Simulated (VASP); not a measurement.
Pd: relaxation of the atoms with PBE

Pd, a slab with vacuum:

```xyz
3
Lattice="2.7877 0.0000 0.0000 0.0000 2.7877 0.0000 0.0000 0.0000 18.9424" Properties=species:S:1:pos:R:3 pbc="T T T"
Pd    1.3938    1.3938    7.5000
Pd    0.0000    0.0000    9.4712
Pd    1.3938    1.3938   11.4424
```

| Item | Value |
| --- | --- |
| Program | VASP 6.6.1 |
| Task | relaxation of the atoms |
| Functional | PBE |
| Potentials or basis | VASP PAW PBE potentials, release 64 (Pd) |
| Cutoff | 520 eV |
| k mesh | 12 × 12 × 1 |
| Occupations | gaussian, width 0.1 eV |
| Spin | no spin polarisation |
| Dipole correction | yes |
| Further INCAR settings | ALGO = Normal; EDIFF = 1e-06; IBRION = 2; EDIFFG = -0.02; NSW = 80 |

```json
{
 "Energy gained by relaxing": "2.0 meV/atom",
 "Ionic steps": "5",
 "Largest force after relaxing": "0.004 eV/Å",
 "Band gap on the k mesh": "zero (bands 15 and 16 overlap by 0.71 eV)"
}
```

Forces in eV/Å, atoms in the order of the input:
```
Pd   0.000  0.000  0.004
Pd   0.000  0.000  0.000
Pd   0.000  0.000 -0.004
```

The path:
| step | energy change (eV) | largest force (eV/Å) | pressure (GPa) |
| --- | --- | --- | --- |
| 1 | 0.0000 | 0.1707 | -2.05 |
| 2 | -0.0025 | 0.1309 | -1.91 |
| 3 | -0.0057 | 0.0449 | -1.62 |
| 4 | -0.0027 | 0.1362 | -0.97 |
| 5 | -0.0061 | 0.0043 | -1.46 |

Final structure:
```xyz
3
Lattice="2.7877 0.0000 0.0000 0.0000 2.7877 0.0000 0.0000 0.0000 18.9424" Properties=species:S:1:pos:R:3 pbc="T T T"
Pd    1.3938    1.3938    7.5344
Pd    0.0000    0.0000    9.4712
Pd    1.3938    1.3938   11.4080
```

Levels at points of the mesh, in eV from the Fermi level:
| k point | band 12 | band 13 | band 14 | band 15 | band 16 | band 17 | band 18 | band 19 |
| --- | --- | --- | --- | --- | --- | --- | --- | --- |
| (0.00, 0.00, 0.00) | -0.92 | -0.89 | -0.31 | 0.02 | 0.07 | 0.07 | 0.69 | 2.67 |
| (0.50, 0.00, 0.00) | -0.70 | -0.27 | -0.25 | -0.03 | 1.81 | 2.21 | 2.34 | 5.06 |
| (0.50, 0.50, 0.00) | -0.15 | 0.30 | 0.54 | 0.55 | 4.78 | 4.78 | 7.87 | 7.87 |

It took 9.9 min on 1 thread of Intel Xeon 8259CL (shared host), peak memory 0.31 GiB.
